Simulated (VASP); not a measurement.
# Cd3Ga2O (P3m1) in VASP: a series of runs

Runs on Cd3Ga2O. Level: PBE. Tasks: single point.

Program: VASP 6.6.1. These are calculated values, not measurements. Logs are shortened: lines on timing, memory, paths and dates and some standing lists are left out, and cuts for length are marked.

**1. The cell of the first run**

It takes space group P3m1 (No. 156, trigonal). Conventional cell: a = 3.387 Å, b = 3.387 Å, c = 12.705 Å, α = 90.00°, β = 90.00°, γ = 120.00°. Within 3.5 Å of Cd (site symmetry 3m) lie 4 Ga at 2.66 to 2.87 Å and 6 Cd at 3.39 Å. Within 2.9 Å of Cd (site symmetry 3m) lie 3 O at 2.21 Å and 1 Ga at 2.68 Å. Within 2.9 Å of Cd (site symmetry 3m) lie 1 O at 2.15 Å and 3 Ga at 2.86 Å. Within 3.5 Å of Ga (site symmetry 3m) lie 4 Cd at 2.66 to 2.86 Å and 6 Ga at 3.39 Å. Within 3.5 Å of Ga (site symmetry 3m) lie 4 Cd at 2.68 to 2.87 Å and 6 Ga at 3.39 Å. O (site symmetry 3m) has 4 Cd at 2.15 to 2.21 Å within 2.8 Å.

The cell was built from a structure type or drawn by symmetry, and may not be a known phase.

**2. Single point, PBE**

File INCAR:

```
PREC     = Accurate       # precision mode
ENCUT    = 520            # plane-wave cutoff, eV
EDIFF    = 1E-6           # SCF threshold, eV
ISMEAR   = 0              # smearing method
SIGMA    = 0.1            # smearing width, eV
LREAL    = F              # projectors in reciprocal space
LASPH    = T              # aspherical terms in the spheres
NELM     = 60             # most SCF steps
ALGO     = Normal         # electronic algorithm
ISIF     = 2              # what is computed and relaxed
LWAVE    = F              # write WAVECAR
LCHARG   = F              # write CHGCAR
GGA      = PE             # functional
NBANDS   = 43             # bands
```

File KPOINTS:

```
regular mesh
0
Gamma
  6 6 2
```

File POSCAR:

```
Cd3Ga2O
1.0
    3.3872406404      0.0000000024      0.0000000000
   -1.6936203223      2.9334364421      0.0000000000
    0.0000000000      0.0000000000     12.7050004614
Cd Ga O
3 2 1
Direct
    0.0000000000      0.0000000000      0.2221791961
    0.6666666667      0.3333333333      0.5984574900
    0.3333333333      0.6666666667      0.8489307609
    0.0000000000      0.0000000000      1.0130474321
    0.6666666667      0.3333333333      0.3873633059
    0.3333333333      0.6666666667      0.6800218050
```

Potentials or basis: VASP PAW PBE potentials, release 64 (Cd, Ga_d, O).

Launch:

```bash
cat potpaw_PBE.64/Cd/POTCAR potpaw_PBE.64/Ga_d/POTCAR potpaw_PBE.64/O/POTCAR > POTCAR
mpirun -np 1 vasp_std > vasp.out
```

OUTCAR:

```text
PREC = Accurate
   ENCUT = 520
   EDIFF = 1E-6
   ISMEAR = 0
   LREAL = F
   LASPH = T
   NELM = 60
   ISIF = 2
   GGA = PE

 ion  position               nearest neighbor table
   1  0.000  0.000  0.222-   4 2.66   5 2.87   5 2.87   5 2.87
   2  0.667  0.333  0.598-   6 2.21   6 2.21   6 2.21   5 2.68   3 3.74   3 3.74   3 3.74
   3  0.333  0.667  0.849-   6 2.15   4 2.86   4 2.86   4 2.86   2 3.74   2 3.74   2 3.74
   4  0.000  0.000  0.013-   1 2.66   3 2.86   3 2.86   3 2.86
   5  0.667  0.333  0.387-   2 2.68   1 2.87   1 2.87   1 2.87
   6  0.333  0.667  0.680-   3 2.15   2 2.21   2 2.21   2 2.21

  LATTYP: Found a hexagonal cell.
 ALAT       =     3.3872406404
 C/A-ratio  =     3.7508408201

  Lattice vectors:

 A1 = (   3.3872406404,   0.0000000024,   0.0000000000)
 A2 = (  -1.6936203223,   2.9334364421,   0.0000000000)
 A3 = (   0.0000000000,   0.0000000000,  12.7050004614)

Analysis of symmetry for initial positions (statically):
=====================================================================
 Subroutine PRICEL returns:
 Original cell was already a primitive cell.

 Routine SETGRP: Setting up the symmetry group for a
 hexagonal supercell.

 Subroutine GETGRP returns: Found  6 space group operations
 (whereof  6 operations were pure point group operations)
 out of a pool of 24 trial point group operations.

The static configuration has the point symmetry C_3v.

Analysis of symmetry for dynamics (positions and initial velocities):
=====================================================================
 Subroutine PRICEL returns:
 Original cell was already a primitive cell.

 Routine SETGRP: Setting up the symmetry group for a
 hexagonal supercell.

 Subroutine GETGRP returns: Found  6 space group operations
 (whereof  6 operations were pure point group operations)
 out of a pool of 24 trial point group operations.

The dynamic configuration has the point symmetry C_3v.

 Subroutine INISYM returns: Found  6 space group operations
 (whereof  6 operations are pure point group operations),
 and found     1 'primitive' translations

----------------------------------------------------------------------------------------

                                     Primitive cell

  volume of cell :     126.2401

  direct lattice vectors                    reciprocal lattice vectors
     3.387240640  0.000000002  0.000000000     0.295225555  0.170448554  0.000000000
    -1.693620322  2.933436442  0.000000000    -0.000000000  0.340897108  0.000000000
     0.000000000  0.000000000 12.705000461     0.000000000  0.000000000  0.078709167

  length of vectors
     3.387240640  3.387240640 12.705000461     0.340897108  0.340897108  0.078709167

  position of ions in fractional coordinates (direct lattice)
     0.000000000  0.000000000  0.222179196
     0.666666667  0.333333333  0.598457490
     0.333333333  0.666666667  0.848930761
     0.000000000  0.000000000  0.013047432
     0.666666667  0.333333333  0.387363306
     0.333333333  0.666666667  0.680021805

  ion indices of the primitive-cell ions
   primitive index   ion index
                 1           1
                 2           2
                 3           3
                 4           4
                 5           5
                 6           6

----------------------------------------------------------------------------------------

 KPOINTS: regular mesh

Automatic generation of k-mesh.
 Grid dimensions read from file:
 generate k-points for:    6    6    2

 Generating k-lattice:

  Cartesian coordinates                     Fractional coordinates (reciprocal lattice)
     0.049204259  0.028408092  0.000000000     0.166666667  0.000000000  0.000000000
    -0.000000000  0.056816185  0.000000000     0.000000000  0.166666667  0.000000000
     0.000000000  0.000000000  0.039354583     0.000000000  0.000000000  0.500000000

  Length of vectors
     0.056816185  0.056816185  0.039354583

  Shift w.r.t. Gamma in fractional coordinates (k-lattice)
     0.000000000  0.000000000  0.000000000

 Subroutine IBZKPT returns following result:
 ===========================================

 Found     14 irreducible k-points:

 Following reciprocal coordinates:
            Coordinates               Weight
  0.000000  0.000000  0.000000      1.000000
  0.166667  0.000000  0.000000      6.000000
  0.333333  0.000000  0.000000      6.000000
  0.500000  0.000000  0.000000      3.000000
  0.166667  0.166667  0.000000      6.000000
  0.333333  0.166667  0.000000     12.000000
  0.333333  0.333333  0.000000      2.000000
  0.000000  0.000000  0.500000      1.000000
  0.166667  0.000000  0.500000      6.000000
  0.333333  0.000000  0.500000      6.000000
  0.500000  0.000000  0.500000      3.000000
  0.166667  0.166667  0.500000      6.000000
  0.333333  0.166667  0.500000     12.000000
  0.333333  0.333333  0.500000      2.000000
   k-points           NKPTS =     14   k-points in BZ     NKDIM =     14   number of bands    NBANDS=     43
   number of dos      NEDOS =    301   number of ions     NIONS =      6
   total plane-waves  NPLWV =  75264
   dimension x,y,z NGX =    28 NGY =   28 NGZ =   96
   dimension x,y,z NGXF=    56 NGYF=   56 NGZF=  192
   ions per type =               3   2   1
   NGX,Y,Z   is equivalent  to a cutoff of  13.74, 13.74, 12.56 a.u.
   NGXF,Y,Z  is equivalent  to a cutoff of  27.48, 27.48, 25.12 a.u.
 SYSTEM =  unknown system
   PREC   = accura    normal or accurate (medium, high low for compatibility)
   ISTART =      0    job   : 0-new  1-cont  2-samecut
   ICHARG =      2    charge: 1-file 2-atom 10-const
   ISPIN  =      1    spin polarized calculation?
   LNONCOLLINEAR =      F non collinear calculations
   LSORBIT =      F    spin-orbit coupling
   LASPH  =      T    aspherical Exc in radial PAW
   ENCUT  =  520.0 eV  38.22 Ry    6.18 a.u.   6.30  6.30 23.62*2*pi/ulx,y,z
   NELM   =     60;   NELMIN=  2; NELMDL= -5     # of ELM steps
   EDIFF  = 0.1E-05   stopping-criterion for ELM
   LREAL  =      F    real-space projection
   EDIFFG = 0.1E-04   stopping-criterion for IOM
   NSW    =      0    number of steps for IOM
   IBRION =     -1    ionic relax: 0-MD 1-quasi-New 2-CG
   NFREE  =      0    steps in history (QN), initial steepest desc. (CG)
   ISIF   =      2    stress and relaxation
   ISYM   =      2    0-nonsym 1-usesym 2-fastsym
   POTIM  = 0.5000    time-step for ionic-motion
   TEBEG  =    0.0;   TEEND  =   0.0 temperature during run
   PSTRESS=    0.0 pullay stress
   NELECT =      68.0000    total number of electrons
   NUPDOWN=      -1.0000    fix difference up-down
   EMIN   =  10.00;   EMAX   =-10.00  energy-range for DOS
   EFERMI =   0.00;   METHOD = LEGACY
   ISMEAR =     0;   SIGMA  =   0.10  broadening in eV -4-tet -1-fermi 0-gaus
   EFERMI_NEDOS =   21; number of points for ismear=-14 and -15
   IALGO  =     38    algorithm
   IMIX   =      4    mixing-type and parameters
     AMIX     =   0.40;   BMIX     =  1.00
     AMIX_MAG =   1.60;   BMIX_MAG =  1.00
  volume/ion in A,a.u.               =      21.04       141.99
  Fermi-wavevector in a.u.,A,eV,Ry     =   1.332024  2.517160 24.140647  1.774287
  Thomas-Fermi vector in A             =   2.460990
   LORBIT       =      0    0 simple, 1 ext, 2 COOP (PROOUT), +10 PAW based schemes
   GGA     = PE    functional components
   LHFCALC =     F    Hartree Fock is set to
   AEXX    =    0.0000 exact exchange contribution
   IVDW    =     0    specifies the selected vdW correction
   LEPSILON=     F    determine dielectric tensor
   LRPA    =     F    only Hartree local field effects (RPA)
 non-spin polarized calculation
 Gauss-broadening in eV      SIGMA  =   0.10
  energy-cutoff  :      520.00
  volume of cell :      126.24
 maximum number of plane-waves:      3420
 NGX is ok and might be reduce to    28
   NGX = 13   NGY = 13   NGZ = 47

 number of electron      68.0000010 magnetization

 Free energy of the ion-electron system (eV)
  ---------------------------------------------------
  ext. energy  EPLUGINS =         0.00000000
  ---------------------------------------------------
  free energy    TOTEN  =       -14.32673494 eV

  energy without entropy =      -14.30800746  energy(sigma->0) =      -14.31737120

 E-fermi :   2.5632     XC(G=0): -10.2276

 val. band max:        2.4226172448   @ k =   0.3333   0.0000   0.0000
 cond. band min:       2.5702792736   @ k =   0.3333   0.1667   0.0000
 fundamental gap:      0.1476620287
 Fermi energy:         2.5631701951

 k-point     1 :       0.0000    0.0000    0.0000
  band No.  band energies     occupation
      1     -15.4753      2.00000
      2     -12.2791      2.00000
      3     -12.2789      2.00000
      4     -12.2789      2.00000
      5     -12.2138      2.00000
      6     -12.2138      2.00000
[... 35 lines left out ...]
     42      12.4885      0.00000
     43      13.2500      0.00000

 k-point     2 :       0.1667    0.0000    0.0000
  band No.  band energies     occupation
      1     -15.4143      2.00000
      2     -12.2870      2.00000
      3     -12.2648      2.00000
      4     -12.2597      2.00000
      5     -12.2263      2.00000
      6     -12.2170      2.00000
[... 35 lines left out ...]
     42      11.0135      0.00000
     43      11.3628      0.00000

 k-point     3 :       0.3333    0.0000    0.0000
  band No.  band energies     occupation
      1     -15.2931      2.00000
      2     -12.3032      2.00000
      3     -12.2525      2.00000
      4     -12.2383      2.00000
      5     -12.2313      2.00000
      6     -12.2274      2.00000
[... 459 lines left out ...]
      6     -12.2189      2.00000
[... 35 lines left out ...]
     42       8.0024      0.00000
     43       8.4697      0.00000

 k-point    14 :       0.3333    0.3333    0.5000
  band No.  band energies     occupation
      1     -15.2046      2.00000
      2     -12.2589      2.00000
      3     -12.2506      2.00000
      4     -12.2426      2.00000
      5     -12.2376      2.00000
      6     -12.2323      2.00000
[... 35 lines left out ...]
     42       7.1898      0.00000
     43       7.2765      0.00000

------------------------ aborting loop because EDIFF is reached ----------------------------------------

  FORCE on cell =-STRESS in cart. coord.  units (eV):
  Direction    XX          YY          ZZ          XY          YZ          ZX
  --------------------------------------------------------------------------------------
  -------------------------------------------------------------------------------------
  Total        0.5146585      0.5146585      0.5820039     -0.0000000      0.0000000     -0.0000000
  in kB        6.5317910      6.5317910      7.3865066     -0.0000000      0.0000000     -0.0000000
  external PRESSURE =       6.8166962 kB  Pullay stress =       0.0000000 kB

 VOLUME and BASIS-vectors are now :
 -----------------------------------------------------------------------------
  energy-cutoff  :      520.00
  volume of cell :      126.24
      direct lattice vectors                 reciprocal lattice vectors
     3.387240640  0.000000002  0.000000000     0.295225555  0.170448554  0.000000000
    -1.693620322  2.933436442  0.000000000    -0.000000000  0.340897108  0.000000000
     0.000000000  0.000000000 12.705000461     0.000000000  0.000000000  0.078709167

 POSITION                                       TOTAL-FORCE (eV/Angst)
 -----------------------------------------------------------------------------------
      0.00000      0.00000      2.82279        -0.000000      0.000000     -0.000054
      1.69362      0.97781      7.60340        -0.000000      0.000000     -0.115736
     -0.00000      1.95562     10.78567        -0.000000     -0.000000      0.086969
      0.00000      0.00000      0.16577        -0.000000      0.000000     -0.000961
      1.69362      0.97781      4.92145         0.000000     -0.000000      0.018160
     -0.00000      1.95562      8.63968        -0.000000      0.000000      0.011622
 -----------------------------------------------------------------------------------
    total drift:                               -0.000001      0.000001      0.001982

  FREE ENERGIE OF THE ION-ELECTRON SYSTEM (eV)
  ---------------------------------------------------
  free  energy   TOTEN  =       -14.3267349420 eV

  energy  without entropy=      -14.3080074616  energy(sigma->0) =      -14.31737120
```

It took 2.7 min on 1 thread of Oxide Virtual Turin-like, shared host; peak memory 0.25 GiB.

What came out:

```yaml
Free_energy: -14.3267 eV
Pressure: 0.7 GPa
Largest_force: 0.116 eV/Å
Band_gap_on_the_k_mesh: zero (bands 34 and 35 overlap by 2.16 eV)
```

Forces in eV/Å, atoms in the order of the input:
```
Cd   0.000  0.000  0.000
Cd   0.000  0.000 -0.116
Cd   0.000  0.000  0.087
Ga   0.000  0.000 -0.001
Ga   0.000  0.000  0.018
O    0.000  0.000  0.012
```

Stress tensor (GPa, compression positive):
```
0.65 0.00 0.00
0.00 0.65 0.00
0.00 0.00 0.74
```

Levels at points of the mesh, in eV from the Fermi level:
```
           k point  band 30  band 31  band 32  band 33  band 34  band 35  band 36  band 37  band 38  band 39
(0.00, 0.00, 0.00)    -5.10    -1.77    -1.53    -1.53    -1.17     2.92     3.35     7.05     7.05     7.40
(0.50, 0.00, 0.00)    -3.52    -2.84    -2.36    -2.17    -0.87    -0.67     1.12     2.82     3.32     3.62
(0.00, 0.00, 0.50)    -3.62    -3.45    -1.53    -1.53     0.69     0.85     5.46     6.00     7.06     7.06
(0.50, 0.00, 0.50)    -3.44    -2.67    -2.58    -2.17    -1.21    -0.29     1.61     1.93     3.01     4.00
```

**3. Single point, PBE**

This run uses another cell than the first one, of 24.56 Å³/atom.

File INCAR:

```
SYSTEM = Cd3Ga2O
PREC = Accurate
ENCUT = 520
EDIFF = 1E-6
ISMEAR = 0
SIGMA = 0.1
LREAL = .False.
LASPH = .True.
NELM = 60
ALGO = Normal
ISIF = 2
LWAVE = .False.
LCHARG = .False.
GGA = PE
NBANDS = 43
```

File KPOINTS:

```
regular mesh
0
Gamma
  6 6 2
  0 0 0
```

File POSCAR:

```
Cd3Ga2O
1.0
    4.1215783500      0.0000000000      0.0000000000
   -2.0607891800      3.5693915600      0.0000000000
    0.0000000000      0.0000000000     10.0163942200
Cd Ga O
3 2 1
Direct
    0.0000000000      0.0000000000      0.2503703200
    0.6666666700      0.3333333300      0.5920876900
    0.3333333300      0.6666666700      0.9089298200
    0.0000000000      0.0000000000      0.9968616400
    0.6666666700      0.3333333300      0.3376419500
    0.3333333300      0.6666666700      0.6641085700
```

Potentials or basis: VASP PAW PBE potentials, release 64 (Cd, Ga_d, O).

Launch:

```bash
cat potpaw_PBE.64/Cd/POTCAR potpaw_PBE.64/Ga_d/POTCAR potpaw_PBE.64/O/POTCAR > POTCAR
mpirun -np 1 vasp_std > vasp.out
```

OUTCAR:

```text
SYSTEM = Cd3Ga2O
   PREC = Accurate
   ENCUT = 520
   EDIFF = 1E-6
   ISMEAR = 0
   LREAL = .False.
   LASPH = .True.
   NELM = 60
   ISIF = 2
   GGA = PE

 ion  position               nearest neighbor table
   1  0.000  0.000  0.250-   5 2.54   5 2.54   5 2.54   4 2.54
   2  0.667  0.333  0.592-   6 2.49   6 2.49   6 2.49   5 2.55
   3  0.333  0.667  0.909-   6 2.45   4 2.54   4 2.54   4 2.54
   4  0.000  0.000  0.997-   3 2.54   3 2.54   3 2.54   1 2.54
   5  0.667  0.333  0.338-   1 2.54   1 2.54   1 2.54   2 2.55
   6  0.333  0.667  0.664-   3 2.45   2 2.49   2 2.49   2 2.49

  LATTYP: Found a hexagonal cell.
 ALAT       =     4.1215783500
 C/A-ratio  =     2.4302326365

  Lattice vectors:

 A1 = (   4.1215783500,   0.0000000000,   0.0000000000)
 A2 = (  -2.0607891800,   3.5693915600,   0.0000000000)
 A3 = (   0.0000000000,   0.0000000000,  10.0163942200)

Analysis of symmetry for initial positions (statically):
=====================================================================
 Subroutine PRICEL returns:
 Original cell was already a primitive cell.
[... 171 lines left out ...]
 cond. band min:       1.2482383265   @ k =   0.1667   0.1667   0.5000
 fundamental gap:      0.0642248138
 Fermi energy:         1.2124794582

 k-point     1 :       0.0000    0.0000    0.0000
  band No.  band energies     occupation
      1     -15.0249      2.00000
      2     -13.7374      2.00000
      3     -13.7268      2.00000
      4     -13.7268      2.00000
      5     -13.6857      2.00000
      6     -13.6857      2.00000
[... 633 lines left out ...]
     42       8.5590      0.00000
     43       9.1559      0.00000

------------------------ aborting loop because EDIFF is reached ----------------------------------------

  FORCE on cell =-STRESS in cart. coord.  units (eV):
  Direction    XX          YY          ZZ          XY          YZ          ZX
  --------------------------------------------------------------------------------------
  -------------------------------------------------------------------------------------
  Total        1.1146113      1.1146113      2.4665167     -0.0000000      0.0000000     -0.0000000
  in kB       12.1189466     12.1189467     26.8179436     -0.0000000      0.0000000     -0.0000000
  external PRESSURE =      17.0186123 kB  Pullay stress =       0.0000000 kB

 VOLUME and BASIS-vectors are now :
 -----------------------------------------------------------------------------
  energy-cutoff  :      520.00
  volume of cell :      147.36
      direct lattice vectors                 reciprocal lattice vectors
     4.121578350  0.000000000  0.000000000     0.242625498  0.140079897  0.000000000
    -2.060789180  3.569391560  0.000000000     0.000000000  0.280159793  0.000000000
     0.000000000  0.000000000 10.016394220     0.000000000  0.000000000  0.099836326

 POSITION                                       TOTAL-FORCE (eV/Angst)
 -----------------------------------------------------------------------------------
      0.00000      0.00000      2.50781         0.000000     -0.000000     -0.086502
      2.06079      1.18980      5.93058         0.000000     -0.000000      1.464226
     -0.00000      2.37959      9.10420        -0.000000      0.000000     -2.077663
      0.00000      0.00000      9.98496         0.000000      0.000000      0.287705
      2.06079      1.18980      3.38195        -0.000000      0.000000      0.052022
     -0.00000      2.37959      6.65197        -0.000000      0.000000      0.360213
 -----------------------------------------------------------------------------------
    total drift:                                0.000022     -0.000013     -0.001387

  FREE ENERGIE OF THE ION-ELECTRON SYSTEM (eV)
  ---------------------------------------------------
  free  energy   TOTEN  =       -12.0077371009 eV

  energy  without entropy=      -11.9954073562  energy(sigma->0) =      -12.00157223
```

stdout:

```text
POSCAR found type information on POSCAR CdGaO
 POSCAR found :  3 types and       6 ions
 scaLAPACK will be used
 LDA part: xc-table for (Slater+PW92), standard interpolation
 POSCAR, INCAR and KPOINTS ok, starting setup
 FFT: planning ... GRIDC
 FFT: planning ... GRID_SOFT
 FFT: planning ... GRID
 WAVECAR not read
 entering main loop
```

It took 2.5 min on 1 thread of Oxide Virtual Turin-like, shared host; peak memory 0.27 GiB.

What came out:

- Free energy: -12.0077 eV
- Pressure: 1.7 GPa
- Largest force: 2.078 eV/Å
- Band gap on the k mesh: zero (bands 34 and 35 overlap by 3.80 eV)

Forces on the atoms (eV/Å):
```
Cd   0.000  0.000 -0.087
Cd   0.000  0.000  1.464
Cd   0.000  0.000 -2.078
Ga   0.000  0.000  0.288
Ga   0.000  0.000  0.052
O    0.000  0.000  0.360
```

Caveat: forces of over 1 eV/Å act on the atoms, so gaps and moduli don't describe the material at rest.
